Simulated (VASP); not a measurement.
# Mo12C in VASP: relaxation of the atoms with PBE

Aim: the relaxation of the atoms of Mo12C with PBE.

Program: VASP 6.6.1. These are calculated values, not measurements. Logs are shortened: lines on timing, memory, paths and dates and some standing lists are left out, and cuts for length are marked.

## 1. The cell of the first run

The cell holds a slab with vacuum, 13 atoms: a = 5.474 Å, b = 5.474 Å, c = 19.808 Å, α = 90.00°, β = 90.00°, γ = 109.47°.

## 2. Relaxation of the atoms, PBE

Contents of INCAR:

```
ALGO = Normal
DIPOL = 0.5 0.5 0.324
EDIFF = 1E-7
EDIFFG = -0.025
ENCUT = 520
GGA = PE
GGA_COMPAT = F
IBRION = 2
IDIPOL = 3
ISIF = 2
ISMEAR = 0
KPAR = 8
LASPH = T
LCHARG = F
LDIPOL = T
LREAL = F
LWAVE = F
NELM = 120
NELMDL = -8
NELMIN = 4
NSW = 36
PREC = Accurate
SIGMA = 0.1
```

Contents of KPOINTS:

```
k-points
0
Gamma
  5 5 1
```

Contents of POSCAR:

```
Mo12C
1.0
    5.4740406976      0.0000000000      0.0000000000
   -1.8246802325      5.1609750636      0.0000000000
    0.0000000000      0.0000000000     19.8082144184
Mo C
12 1
Selective dynamics
Direct
    0.2500000000      0.2500000000      0.2019364247  F F F
    0.2500000000      0.7500000000      0.2019364247  F F F
    0.7500000000      0.2500000000      0.2019364247  F F F
    0.7500000000      0.7500000000      0.2019364247  F F F
    0.0000000000      0.0000000000      0.3106872620  F F F
    0.0000000000      0.5000000000      0.3106872620  F F F
    0.5000000000      0.0000000000      0.3106872620  F F F
    0.5000000000      0.5000000000      0.3106872620  F F F
    0.2500000000      0.2500000000      0.4194327789  F F F
    0.2500000000      0.7500000000      0.4194327789  F F F
    0.7500000000      0.2500000000      0.4194327789  F F F
    0.7500000000      0.7500000000      0.4194327789  F F F
    0.5000000000      0.5000000000      0.4790040242  F F T
```

Potentials or basis: VASP PAW PBE potentials, release 64 (Mo_sv, C).

Launch:

```console
> cat potpaw_PBE.64/Mo_sv/POTCAR potpaw_PBE.64/C/POTCAR > POTCAR
> mpirun -np 8 vasp_std > vasp.out
```

OUTCAR:

```text
EDIFF = 1E-7
   EDIFFG = -0.025
   ENCUT = 520
   GGA = PE
   IBRION = 2
   ISIF = 2
   ISMEAR = 0
   LASPH = T
   LREAL = F
   NELM = 120
   NELMDL = -8
   NELMIN = 4
   NSW = 36
   PREC = Accurate

 ion  position               nearest neighbor table
   1  0.250  0.250  0.202-   5 2.67   8 2.67   2 2.74   2 2.74   3 2.74   3 2.74   7 3.10   6 3.10
                             4 3.16   4 3.16
   2  0.250  0.750  0.202-   6 2.67   7 2.67   1 2.74   1 2.74   4 2.74   4 2.74   5 3.10   8 3.10
                             3 3.16   3 3.16
   3  0.750  0.250  0.202-   6 2.67   7 2.67   4 2.74   4 2.74   1 2.74   1 2.74   5 3.10   8 3.10
                             2 3.16   2 3.16
   4  0.750  0.750  0.202-   5 2.67   8 2.67   3 2.74   3 2.74   2 2.74   2 2.74   7 3.10   6 3.10
                             1 3.16   1 3.16
   5  0.000  0.000  0.311-   9 2.67  12 2.67   1 2.67   4 2.67   6 2.74   6 2.74   7 2.74   7 2.74
                            11 3.10  10 3.10   3 3.10   2 3.10   8 3.16   8 3.16
   6  0.000  0.500  0.311-  10 2.67  11 2.67   2 2.67   3 2.67   5 2.74   5 2.74   8 2.74   8 2.74
                             9 3.10  12 3.10   1 3.10   4 3.10   7 3.16   7 3.16
   7  0.500  0.000  0.311-  10 2.67  11 2.67   2 2.67   3 2.67   8 2.74   8 2.74   5 2.74   5 2.74
                             9 3.10  12 3.10   1 3.10   4 3.10   6 3.16   6 3.16
   8  0.500  0.500  0.311-   9 2.67  12 2.67   1 2.67   4 2.67   7 2.74   7 2.74   6 2.74   6 2.74
                            11 3.10  10 3.10   3 3.10   2 3.10   5 3.16   5 3.16
   9  0.250  0.250  0.419-  13 1.97   8 2.67   5 2.67  10 2.74  10 2.74  11 2.74  11 2.74   6 3.10
                             7 3.10  12 3.16  12 3.16
  10  0.250  0.750  0.419-  13 2.53   7 2.67   6 2.67   9 2.74   9 2.74  12 2.74  12 2.74   8 3.10
                             5 3.10  11 3.16  11 3.16
  11  0.750  0.250  0.419-  13 2.53   7 2.67   6 2.67  12 2.74  12 2.74   9 2.74   9 2.74   8 3.10
                             5 3.10  10 3.16  10 3.16
  12  0.750  0.750  0.419-  13 1.97   8 2.67   5 2.67  11 2.74  11 2.74  10 2.74  10 2.74   6 3.10
                             7 3.10   9 3.16   9 3.16
  13  0.500  0.500  0.479-   9 1.97  12 1.97  11 2.53  10 2.53

  LATTYP: Found a base centered orthorhombic cell.
 ALAT       =     6.3208777406
 B/A-ratio  =     1.4142135624
 C/A-ratio  =     3.1337759139

  Lattice vectors:

 A1 = (   5.4740406976,   0.0000000000,   0.0000000000)
 A2 = (  -1.8246802325,   5.1609750636,   0.0000000000)
 A3 = (   0.0000000000,   0.0000000000,  19.8082144184)

Analysis of symmetry for initial positions (statically):
=====================================================================
 Subroutine PRICEL returns:
 Original cell was already a primitive cell.

 Routine SETGRP: Setting up the symmetry group for a
 base centered orthorhombic supercell.

 Subroutine GETGRP returns: Found  4 space group operations
 (whereof  4 operations were pure point group operations)
 out of a pool of  8 trial point group operations.

The static configuration has the point symmetry C_2v.

Analysis of symmetry for dynamics (positions and initial velocities):
=====================================================================
 Subroutine PRICEL returns:
 Original cell was already a primitive cell.

 Routine SETGRP: Setting up the symmetry group for a
 base centered orthorhombic supercell.

 Subroutine GETGRP returns: Found  4 space group operations
 (whereof  4 operations were pure point group operations)
 out of a pool of  8 trial point group operations.

The dynamic configuration has the point symmetry C_2v.

Analysis of constrained symmetry for selective dynamics:
=====================================================================
 Subroutine PRICEL returns:
 Original cell was already a primitive cell.

 Routine SETGRP: Setting up the symmetry group for a
 base centered orthorhombic supercell.

 Subroutine GETGRP returns: Found  4 space group operations
 (whereof  4 operations were pure point group operations)
 out of a pool of  8 trial point group operations.

[... 60 lines left out ...]

  Cartesian coordinates                     Fractional coordinates (reciprocal lattice)
     0.036536082  0.012917456  0.000000000     0.200000000  0.000000000  0.000000000
     0.000000000  0.038752367  0.000000000     0.000000000  0.200000000  0.000000000
     0.000000000  0.000000000  0.050484106     0.000000000  0.000000000  1.000000000

  Length of vectors
     0.038752367  0.038752367  0.050484106

  Shift w.r.t. Gamma in fractional coordinates (k-lattice)
     0.000000000  0.000000000  0.000000000

 Subroutine IBZKPT returns following result:
 ===========================================

 Found      9 irreducible k-points:

 Following reciprocal coordinates:
            Coordinates               Weight
  0.000000  0.000000  0.000000      1.000000
  0.200000  0.000000  0.000000      4.000000
  0.400000  0.000000  0.000000      4.000000
  0.200000  0.200000  0.000000      2.000000
  0.400000  0.200000  0.000000      4.000000
 -0.400000  0.200000  0.000000      4.000000
 -0.200000  0.200000  0.000000      2.000000
  0.400000  0.400000  0.000000      2.000000
 -0.400000  0.400000  0.000000      2.000000
   k-points           NKPTS =      9   k-points in BZ     NKDIM =      9   number of bands    NBANDS=    103
   number of dos      NEDOS =    301   number of ions     NIONS =     13
   total plane-waves  NPLWV = 264600
   dimension x,y,z NGX =    42 NGY =   42 NGZ =  150
   dimension x,y,z NGXF=    84 NGYF=   84 NGZF=  300
   ions per type =              12   1
   NGX,Y,Z   is equivalent  to a cutoff of  12.76, 12.76, 12.59 a.u.
   NGXF,Y,Z  is equivalent  to a cutoff of  25.51, 25.51, 25.18 a.u.
 SYSTEM =  unknown system
   PREC   = accura    normal or accurate (medium, high low for compatibility)
   ISTART =      0    job   : 0-new  1-cont  2-samecut
   ICHARG =      2    charge: 1-file 2-atom 10-const
   ISPIN  =      1    spin polarized calculation?
   LNONCOLLINEAR =      F non collinear calculations
   LSORBIT =      F    spin-orbit coupling
   LASPH  =      T    aspherical Exc in radial PAW
   ENCUT  =  520.0 eV  38.22 Ry    6.18 a.u.  10.18 10.18 36.83*2*pi/ulx,y,z
   NELM   =    120;   NELMIN=  4; NELMDL= -8     # of ELM steps
   EDIFF  = 0.1E-06   stopping-criterion for ELM
   LREAL  =      F    real-space projection
   EDIFFG = -.3E-01   stopping-criterion for IOM
   NSW    =     36    number of steps for IOM
   IBRION =      2    ionic relax: 0-MD 1-quasi-New 2-CG
   NFREE  =      1    steps in history (QN), initial steepest desc. (CG)
   ISIF   =      2    stress and relaxation
   ISYM   =      2    0-nonsym 1-usesym 2-fastsym
   POTIM  = 0.5000    time-step for ionic-motion
   TEBEG  =    0.0;   TEEND  =   0.0 temperature during run
   PSTRESS=    0.0 pullay stress
   NELECT =     172.0000    total number of electrons
   NUPDOWN=      -1.0000    fix difference up-down
   EMIN   =  10.00;   EMAX   =-10.00  energy-range for DOS
   EFERMI =   0.00;   METHOD = LEGACY
   ISMEAR =     0;   SIGMA  =   0.10  broadening in eV -4-tet -1-fermi 0-gaus
   EFERMI_NEDOS =   21; number of points for ismear=-14 and -15
   IALGO  =     38    algorithm
   IMIX   =      4    mixing-type and parameters
     AMIX     =   0.40;   BMIX     =  1.00
     AMIX_MAG =   1.60;   BMIX_MAG =  1.00
  volume/ion in A,a.u.               =      43.05       290.49
  Fermi-wavevector in a.u.,A,eV,Ry     =   1.104814  2.087796 16.607470  1.220615
  Thomas-Fermi vector in A             =   2.241292
   LORBIT       =      0    0 simple, 1 ext, 2 COOP (PROOUT), +10 PAW based schemes
   GGA     = PE    functional components
   LHFCALC =     F    Hartree Fock is set to
   AEXX    =    0.0000 exact exchange contribution
   IVDW    =     0    specifies the selected vdW correction
   LEPSILON=     F    determine dielectric tensor
   LRPA    =     F    only Hartree local field effects (RPA)
 conjugate gradient relaxation of ions
 non-spin polarized calculation
 Gauss-broadening in eV      SIGMA  =   0.10
  energy-cutoff  :      520.00
  volume of cell :      559.61
 maximum number of plane-waves:     15102
 NGX is ok and might be reduce to    42
   NGX = 21   NGY = 21   NGZ = 73

 dipolmoment           0.000000      0.000000     -0.082668 electrons x Angstroem

--------------------------------------- Ionic step        1  -------------------------------------------

 number of electron     171.9999987 magnetization

 Free energy of the ion-electron system (eV)
  ---------------------------------------------------
  ext. energy  EPLUGINS =         0.00000000
  ---------------------------------------------------
  free energy    TOTEN  =      -130.09148505 eV

  energy without entropy =     -130.02339804  energy(sigma->0) =     -130.05744154

------------------------ aborting loop because EDIFF is reached ----------------------------------------

  FORCE on cell =-STRESS in cart. coord.  units (eV):
  Direction    XX          YY          ZZ          XY          YZ          ZX
  --------------------------------------------------------------------------------------
  -------------------------------------------------------------------------------------
  Total       -8.3549727     -8.2117300      3.8737974      0.2025758      0.0000000      0.0000000
  in kB      -23.9205140    -23.5104062     11.0907874      0.5799801      0.0000000      0.0000000
  external PRESSURE =     -12.1133776 kB  Pullay stress =       0.0000000 kB
[... 81 lines left out ...]
--------------------------------------- Ionic step        3  -------------------------------------------

 number of electron     171.9999987 magnetization

 dipolmoment           0.000000      0.000000      0.111788 electrons x Angstroem

 Free energy of the ion-electron system (eV)
  ---------------------------------------------------
  ext. energy  EPLUGINS =         0.00000000
  ---------------------------------------------------
  free energy    TOTEN  =      -130.09354764 eV

  energy without entropy =     -130.02513715  energy(sigma->0) =     -130.05934240

 E-fermi :   1.1086     XC(G=0):  -5.6157

 val. band max:        1.0847283218   @ k =  -0.2000   0.2000   0.0000
 cond. band min:       1.1229087188   @ k =   0.4000   0.0000   0.0000
 fundamental gap:      0.0381803970
 Fermi energy:         1.1086295082

 k-point     1 :       0.0000    0.0000    0.0000
  band No.  band energies     occupation
      1     -60.1496      2.00000
      2     -59.9663      2.00000
      3     -59.9606      2.00000
      4     -59.9155      2.00000
      5     -59.8978      2.00000
      6     -59.8413      2.00000
[... 898 lines left out ...]
     97       1.9938      0.00000
     98       2.0047      0.00000
 [bands above 98 left out]

------------------------ aborting loop because EDIFF is reached ----------------------------------------

 vacuum level on the upper side and lower side of the slab       (xc-potential included)         0.342        -0.355

  FORCE on cell =-STRESS in cart. coord.  units (eV):
  Direction    XX          YY          ZZ          XY          YZ          ZX
  --------------------------------------------------------------------------------------
  -------------------------------------------------------------------------------------
  Total       -8.1423033     -7.9096165      4.2243678      0.3290689      0.0000000      0.0000000
  in kB      -23.3116357    -22.6454469     12.0944798      0.9421331      0.0000000      0.0000000
  external PRESSURE =     -11.2875343 kB  Pullay stress =       0.0000000 kB
[... 28 lines left out ...]
  FREE ENERGIE OF THE ION-ELECTRON SYSTEM (eV)
  ---------------------------------------------------
  free  energy   TOTEN  =      -130.0935476431 eV

  energy  without entropy=     -130.0251371539  energy(sigma->0) =     -130.05934240

 reached required accuracy - stopping structural energy minimisation

 vacuum level on the upper side and lower side of the slab         6.476         5.760
```

Wall time 18 min (8 MPI ranks of Intel Xeon 6975P-C (Granite Rapids), shared host); peak memory 0.84 GiB.

Results:

```
Free energy               : -130.0935 eV
Energy gained by relaxing : 0.2 meV/atom
Ionic steps               : 3
Band gap on the k mesh    : zero (bands 86 and 87 overlap by 1.43 eV)
```

Step by step:
```
step  energy change (eV)  largest force on free atoms (eV/Å)  pressure (GPa)
   1              0.0000                              0.2541           -1.21
   2             -0.0019                              0.0617           -1.15
   3             -0.0021                              0.0008           -1.13
```

Final structure:
```
Mo C
1.0
     5.47404    0.00000    0.00000
    -1.82468    5.16098    0.00000
     0.00000    0.00000   19.80821
Mo C
12 1
Direct
  0.25000 0.25000 0.20194
  0.25000 0.75000 0.20194
  0.75000 0.25000 0.20194
  0.75000 0.75000 0.20194
  0.00000 0.00000 0.31069
  0.00000 0.50000 0.31069
  0.50000 0.00000 0.31069
  0.50000 0.50000 0.31069
  0.25000 0.25000 0.41943
  0.25000 0.75000 0.41943
  0.75000 0.25000 0.41943
  0.75000 0.75000 0.41943
  0.50000 0.50000 0.47819
```

Levels at points of the mesh, in eV from the Fermi level:
| k point | band 83 | band 84 | band 85 | band 86 | band 87 | band 88 | band 89 | band 90 |
| --- | --- | --- | --- | --- | --- | --- | --- | --- |
| (0.00, 0.00, 0.00) | 0.38 | 0.50 | 0.74 | 0.90 | 0.95 | 1.29 | 1.30 | 1.33 |
